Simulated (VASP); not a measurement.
## C (a cell with a defect): single point with PBE

System: C (a cell with a defect).

```
CELL_PARAMETERS angstrom
7.14000 0.00000 0.00000
0.00000 7.14000 0.00000
0.00000 0.00000 7.14000
ATOMIC_POSITIONS crystal
C 0.50020 0.00020 0.00040
C 0.62554 0.12554 0.12555
C 0.75000 0.25000 0.00000
C 0.87446 0.37446 0.12555
C 0.75031 0.00173 0.25173
C 0.99980 0.00020 0.99960
C 0.12597 0.12452 0.12403
C 0.25000 0.25000 0.00000
C 0.37403 0.37548 0.12403
C 0.50020 0.49980 0.99960
C 0.62452 0.62597 0.12403
C 0.75000 0.75000 0.00000
C 0.87548 0.87403 0.12403
C 0.25040 0.00020 0.25020
C 0.37555 0.12554 0.37554
C 0.50173 0.25031 0.25173
C 0.61519 0.38481 0.36519
C 0.74969 0.49827 0.25173
C 0.87446 0.62445 0.37554
C 0.50173 0.00173 0.50031
C 0.61519 0.11519 0.63481
C 0.88481 0.11519 0.36519
C 0.88481 0.38481 0.63481
C 0.74969 0.00173 0.74827
C 0.87446 0.12554 0.87445
C 0.99980 0.49980 0.00040
C 0.12488 0.62488 0.12512
C 0.25000 0.75000 0.00000
C 0.37512 0.87512 0.12512
C 0.99827 0.24969 0.25173
C 0.12445 0.37446 0.37554
C 0.24960 0.49980 0.25020
C 0.37403 0.62597 0.37452
C 0.50020 0.75040 0.25020
C 0.62554 0.87555 0.37554
C 0.99827 0.00173 0.49969
C 0.12445 0.12554 0.62446
C 0.25000 0.25000 0.50000
C 0.37555 0.37446 0.62446
C 0.50173 0.49827 0.49969
C 0.62554 0.62445 0.62446
C 0.75000 0.75000 0.50000
C 0.87446 0.87555 0.62446
C 0.24960 0.00020 0.74980
C 0.37403 0.12452 0.87597
C 0.50173 0.24969 0.74827
C 0.62554 0.37446 0.87445
C 0.75031 0.49827 0.74827
C 0.87548 0.62597 0.87597
C 0.99980 0.74960 0.25020
C 0.12597 0.87403 0.37452
C 0.99827 0.49827 0.50031
C 0.12597 0.62597 0.62548
C 0.25000 0.75000 0.50000
C 0.37403 0.87403 0.62548
C 0.99827 0.25031 0.74827
C 0.12597 0.37548 0.87597
C 0.25040 0.49980 0.74980
C 0.37512 0.62488 0.87488
C 0.50020 0.74960 0.74980
C 0.62452 0.87403 0.87597
C 0.99980 0.75040 0.74980
C 0.12488 0.87512 0.87488
```

| Quantity | Value |
| --- | --- |
| Program | VASP 6.6.1 |
| Task | single point |
| Functional | PBE |
| Potentials or basis | VASP PAW PBE potentials, release 64 (C) |
| Cutoff | 520 eV |
| k mesh | 2 × 2 × 2 |
| Occupations | gaussian, width 0.05 eV |
| Spin | no spin polarisation |
| Dipole correction | no |
| Further INCAR settings | LREAL = Auto; ALGO = Normal; EDIFF = 1e-06; NBANDS = 163 |

The pressure is 1.8 GPa. The largest force is 0.043 eV/Å. The band gap on the k mesh is zero (bands 126 and 127 overlap by 0.25 eV).

Forces in eV/Å, atoms in the order of the input:
```
C    0.015  0.015  0.000
C    0.007  0.007  0.004
C    0.000  0.000  0.000
C   -0.007 -0.007  0.004
C   -0.003 -0.004 -0.004
C   -0.015  0.015  0.000
C   -0.029 -0.008  0.029
C    0.000  0.000  0.000
C    0.029  0.008  0.029
C    0.015 -0.015  0.000
C   -0.008 -0.029  0.029
C    0.000  0.000  0.000
C    0.008  0.029  0.029
C    0.000  0.015  0.015
C    0.004  0.007  0.007
C   -0.004 -0.003 -0.004
C    0.025 -0.025  0.025
C    0.003  0.004 -0.004
C   -0.007 -0.004  0.007
C   -0.004 -0.004 -0.003
C    0.025  0.025 -0.025
C   -0.025  0.025  0.025
C   -0.025 -0.025 -0.025
C    0.003 -0.004  0.004
C   -0.007  0.007 -0.004
C   -0.015 -0.015  0.000
C   -0.004 -0.004  0.004
C    0.000  0.000  0.000
C    0.004  0.004  0.004
C    0.004  0.003 -0.004
C   -0.004 -0.007  0.007
C    0.000 -0.015  0.015
C    0.029 -0.029 -0.008
C    0.015  0.000  0.015
C    0.007  0.004  0.007
C    0.004 -0.004  0.003
C   -0.004  0.007 -0.007
C    0.000  0.000  0.000
C    0.004 -0.007 -0.007
C   -0.004  0.004  0.003
C    0.007 -0.004 -0.007
C    0.000  0.000  0.000
C   -0.007  0.004 -0.007
C    0.000  0.015 -0.015
C    0.029 -0.008 -0.029
C   -0.004  0.003  0.004
C    0.007 -0.007 -0.004
C   -0.003  0.004  0.004
C    0.008 -0.029 -0.029
C   -0.015  0.000  0.015
C   -0.029  0.029 -0.008
C    0.004  0.004 -0.003
C   -0.029 -0.029  0.008
C    0.000  0.000  0.000
C    0.029  0.029  0.008
C    0.004 -0.003  0.004
C   -0.029  0.008 -0.029
C    0.000 -0.015 -0.015
C    0.004 -0.004 -0.004
C    0.015  0.000 -0.015
C   -0.008  0.029 -0.029
C   -0.015  0.000 -0.015
C   -0.004  0.004 -0.004
```

Levels at points of the mesh, in eV from the Fermi level:
| k point | band 123 | band 124 | band 125 | band 126 | band 127 | band 128 |
| --- | --- | --- | --- | --- | --- | --- |
| (0.00, 0.00, 0.00) | -2.15 | -2.15 | -2.15 | 0.26 | 0.26 | 0.26 |
| (0.50, 0.00, 0.00) | -3.38 | -3.38 | -2.35 | -0.33 | 0.02 | 0.02 |
| (0.50, 0.50, 0.00) | -2.73 | -2.44 | -2.36 | -0.48 | 0.12 | 0.12 |
| (0.50, 0.50, 0.50) | -3.32 | -3.30 | -3.30 | 0.13 | 0.13 | 0.13 |

It took 5.9 min on 1 thread of Intel(R) Xeon(R) Platinum 8259CL CPU @ 2.50GHz (Skylake/Cascade Lake), on a shared host, peak memory 0.47 GiB.

Caveat: the k points lie up to 0.44 Å⁻¹ apart.
